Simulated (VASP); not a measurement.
Set up this calculation in VASP 6.6.1, as the native input.

* Task: single point
* Functional: PBEsol
* Potentials or basis: VASP PAW PBE potentials, release 64 (Mg)
* Cutoff: 520 eV
* k mesh: 16 × 16 × 9
* Occupations: fermi-dirac, width 0.1 eV
* Spin: no spin polarisation
* Dipole correction: no
* Further INCAR settings: ALGO = Normal; EDIFF = 1e-06; NBANDS = 9

The structure of Mg lies in POSCAR:

```
Mg
1.0
    3.1786349832      0.0000000000      0.0000000000
   -1.5893174916      2.7527786448      0.0000000000
    0.0000000000      0.0000000000      5.1517266807
Mg
2
Direct
    0.3333333333      0.6666666667      0.2500000000
    0.6666666667      0.3333333333      0.7500000000
```

These files were run (other wordings do the same):

INCAR

```
SYSTEM = Mg
PREC = Accurate
ENCUT = 520
EDIFF = 1E-6
ISMEAR = -1
SIGMA = 0.1
LREAL = .False.
LASPH = .True.
NELM = 100
ALGO = Normal
ISIF = 2
LWAVE = .False.
LCHARG = .True.
GGA = PS
LELF = .True.
LVHAR = .True.
NBANDS = 9
```

KPOINTS

```
Automatic mesh
0
Gamma
  16 16 9
  0 0 0
```

Potentials or basis: VASP PAW PBE potentials, release 64 (Mg).

The run is started by

```console
$ cat potpaw_PBE.64/Mg/POTCAR > POTCAR
$ mpirun -np 1 vasp_std > vasp.out
```

Results of the run:

| Item | Value |
| --- | --- |
| Pressure | 0.0 GPa |
| Band gap on the k mesh | zero (bands 2 and 3 overlap by 2.22 eV) |

Caveat: the PAW data sets were made with another functional, which shifts forces and pressure a little.

It took 19 s on 1 thread of Intel(R) Xeon(R) Platinum 8488C (Sapphire Rapids), with other jobs on the host, peak memory 0.19 GiB.
